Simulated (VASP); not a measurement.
**NbP: single point with PBE**

NbP:

```
Nb P
1.0
    -1.67492    1.67492    5.74011
     1.67492   -1.67492    5.74011
     1.67492    1.67492   -5.74011
Nb P
2 2
Direct
  0.24988 0.74988 0.50000
  0.49988 0.49988 0.00000
  0.83275 0.33275 0.50000
  0.08275 0.08275 0.00000
```

```json
{
 "Program": "VASP 6.6.1",
 "Task": "single point",
 "Functional": "PBE",
 "Potentials or basis": "VASP PAW PBE potentials, release 64 (Nb_sv, P)",
 "Cutoff": "520 eV",
 "k mesh": "11 × 11 × 11",
 "Occupations": "gaussian, width 0.027 eV",
 "Spin": "no spin polarisation",
 "Dipole correction": "no",
 "Further INCAR settings": "ALGO = Normal; EDIFF = 1e-06; NBANDS = 26"
}
```

| Quantity | Value |
| --- | --- |
| Pressure | -1.5 GPa |
| Largest force | 0.018 eV/Å |
| Band gap on the k mesh | zero (filled and empty bands touch) |

Forces on the atoms (eV/Å):
```
Nb   0.000  0.000  0.018
Nb   0.000  0.000  0.018
P    0.000  0.000 -0.018
P    0.000  0.000 -0.018
```

Stress tensor (GPa, compression positive):
```
-1.33  0.00  0.00
 0.00 -1.33  0.00
 0.00  0.00 -1.74
```

Levels at points of the mesh, in eV from the Fermi level:
```csv
k point,band 16,band 17,band 18,band 19,band 20,band 21
"(0.00, 0.00, 0.00)",-1.70,-1.35,-1.35,0.84,1.60,2.65
```

Run time: 5 min on 1 thread of Intel(R) Xeon(R) Platinum 8559C (Emerald Rapids), with other jobs on the host, peak memory 0.42 GiB.
